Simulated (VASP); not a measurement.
A run of VASP 6.6.1:

INCAR

```
PREC = Accurate
ENCUT = 500
EDIFF = 1E-6
ISMEAR = 1
SIGMA = 0.02
LREAL = False
LASPH = True
NELM = 120
ALGO = Normal
ISIF = 2
LWAVE = False
LCHARG = False
GGA = PE
NBANDS = 20
GGA_COMPAT = False
```

Contents of KPOINTS:

```
Automatic mesh
0
Gamma
  7 7 4
```

File POSCAR:

```
Ga
1.0
    3.1800000000      0.0000000000      0.0000000000
   -1.5900000000      2.7539607800      0.0000000000
    0.0000000000      0.0000000000      5.1660000000
Ga
2
Direct
    0.3333333333      0.6666666667      0.0000000000
    0.6666666667      0.3333333333      0.5000000000
```

Potentials or basis: VASP PAW PBE potentials, release 64 (Ga_d).

Command:

```sh
$ cat potpaw_PBE.64/Ga_d/POTCAR > POTCAR
$ mpirun -np 1 vasp_std > vasp.out
```

Hardware: 1 thread of Intel(R) Xeon(R) Platinum 8375C CPU @ 2.90GHz (Ice Lake), on a shared host.

Problem. Estimate the wall time of this run.

Solution. It took 8.6 s on 1 thread of Intel(R) Xeon(R) Platinum 8375C CPU @ 2.90GHz (Ice Lake), with other jobs on the host, peak memory 0.16 GiB. Counts: scf iterations 11, k points 24.
